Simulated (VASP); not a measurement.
## SiC: electric field gradients with PBE

Crystal: SiC.

```
CELL_PARAMETERS angstrom
0.00000 2.20965 2.20965
2.20965 0.00000 2.20965
2.20965 2.20965 0.00000
ATOMIC_POSITIONS crystal
Si 0.00000 0.00000 0.00000
C 0.75000 0.75000 0.75000
```

This cell differs from its parent crystal: volume scaled by 1.05.

```
Program                : VASP 6.6.1
Task                   : electric field gradients
Functional             : PBE
Potentials or basis    : VASP PAW PBE potentials, release 64 (Si, C)
Cutoff                 : 520 eV
k mesh                 : 16 × 16 × 16
Occupations            : fermi-dirac, width 0.05 eV
Spin                   : no spin polarisation
Dipole correction      : no
Further INCAR settings : ALGO = Normal; EDIFF = 1e-08; NBANDS = 11
```

The pressure is -5.5 GPa and the band gap on the k mesh is 1.39 eV, indirect (least direct gap 4.50 eV).

Levels at points of the mesh, in eV from the valence-band top:
| k point | band 1 | band 2 | band 3 | band 4 | band 5 | band 6 | band 7 | band 8 | band 9 |
| --- | --- | --- | --- | --- | --- | --- | --- | --- | --- |
| (0.00, 0.00, 0.00) | -15.08 | 0.00 | 0.00 | 0.00 | 5.74 | 7.02 | 7.02 | 7.02 | 14.26 |
| (0.50, 0.00, 0.00) | -11.66 | -8.31 | -1.04 | -1.04 | 5.06 | 7.06 | 7.06 | 9.82 | 15.71 |
| (0.50, 0.50, 0.00) | -10.26 | -7.67 | -3.10 | -3.10 | 1.39 | 4.18 | 13.55 | 13.55 | 14.24 |

Wall time 12 s on 1 thread of Intel(R) Xeon(R) Platinum 8559C (Emerald Rapids) (shared host), peak memory 0.15 GiB.

Caveat: without QUAD_EFG the Cq values of the log hold for a quadrupole moment of 1 mb, not for the nuclei. A k mesh can miss the band edges.
